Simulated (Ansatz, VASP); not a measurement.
**Two plane-wave programs on Sn2PbO3**

Contents of INCAR:

```
SYSTEM = Sn2PbO3
ALGO = Normal
EDIFF = 1E-7
EDIFFG = -0.08
ENCUT = 600
GGA = PE
GGA_COMPAT = .False.
IBRION = 2
ISIF = 3
ISMEAR = 0
LASPH = .True.
LCHARG = .False.
LREAL = .False.
LWAVE = .False.
NELM = 120
NELMIN = 4
NSW = 36
PREC = Accurate
SIGMA = 0.15
```

The input KPOINTS:

```
k-points
0
Gamma
  3 3 1
  0 0 0
```

The input POSCAR:

```
Sn2PbO3
1.0
    3.8600000000      0.0000000000      0.0000000000
    0.0000000000      3.8600000000      0.0000000000
    0.0000000000      0.0000000000     14.6000000000
Sn Pb O
4 2 6
Direct
    0.5000000000      0.0000000000      0.5880000000
    0.5000000000      0.0000000000      0.9210000000
    0.0000000000      0.5000000000      0.0790000000
    0.0000000000      0.5000000000      0.4120000000
    0.0000000000      0.5000000000      0.7460000000
    0.5000000000      0.0000000000      0.2540000000
    0.5000000000      0.5000000000      0.6667000000
    0.0000000000      0.0000000000      0.6667000000
    0.5000000000      0.5000000000      0.0000000000
    0.0000000000      0.0000000000      0.0000000000
    0.0000000000      0.0000000000      0.3333000000
    0.5000000000      0.5000000000      0.3333000000
```

Input for Ansatz:

```yaml
crystal:
  lattice:
    - [3.86, 0.0, 0.0]
    - [0.0, 3.86, 0.0]
    - [0.0, 0.0, 14.6]
  atoms:
    - { symbol: Sn, position: [0.5, 0.0, 0.588] }
    - { symbol: Sn, position: [0.5, 0.0, 0.921] }
    - { symbol: Sn, position: [0.0, 0.5, 0.079] }
    - { symbol: Sn, position: [0.0, 0.5, 0.412] }
    - { symbol: Pb, position: [0.0, 0.5, 0.746] }
    - { symbol: Pb, position: [0.5, 0.0, 0.254] }
    - { symbol: O, position: [0.5, 0.5, 0.6667] }
    - { symbol: O, position: [0.0, 0.0, 0.6667] }
    - { symbol: O, position: [0.5, 0.5, 0.0] }
    - { symbol: O, position: [0.0, 0.0, 0.0] }
    - { symbol: O, position: [0.0, 0.0, 0.3333] }
    - { symbol: O, position: [0.5, 0.5, 0.3333] }
basis:
  ecutwfc: 420
kpoints:
  mp_grid: { grid: [3, 3, 1] }
hamiltonian:
  xc: pbe
scf:
  occupations: { method: gaussian, width: 0.15 }
  lower_state_search: "off"
output:
  forces: true
  stress: true
  eigenvalues: true
relax:
  adjacent_minimum: "off"
  f_tol: 0.08
  max_steps: 16
  cell: { stress_tol: 0.8 }
```

Alike in both runs: task relaxation of cell and atoms; functional PBE; k mesh 3 × 3 × 1; occupations gaussian, width 0.15 eV; no spin polarisation.

```csv
,VASP,Ansatz
version,VASP 6.6.1,Ansatz 0.2.0
potentials or method,"VASP PAW PBE potentials, release 64 (Sn_d, Pb_d, O), cutoff 600 eV","scalar-relativistic, plane waves, PAW"
valence electrons in the cell,120,120
```

|  | VASP | Ansatz | Ansatz less VASP |
| --- | --- | --- | --- |
| gap on the k mesh at the Fermi level, each at its own relaxed structure (eV) | 1.31 | 1.28 | -0.022 |
| relaxed volume (Å³/atom) | 19.72 | 19.39 | -0.331 |
| relaxed length of the cell vector where the two differ most in proportion (Å) | 15.294 | 15.121 | -0.1734 |

The k mesh is coarse, so the values compare programs but aren't converged. Neither program's run includes spin-orbit coupling.
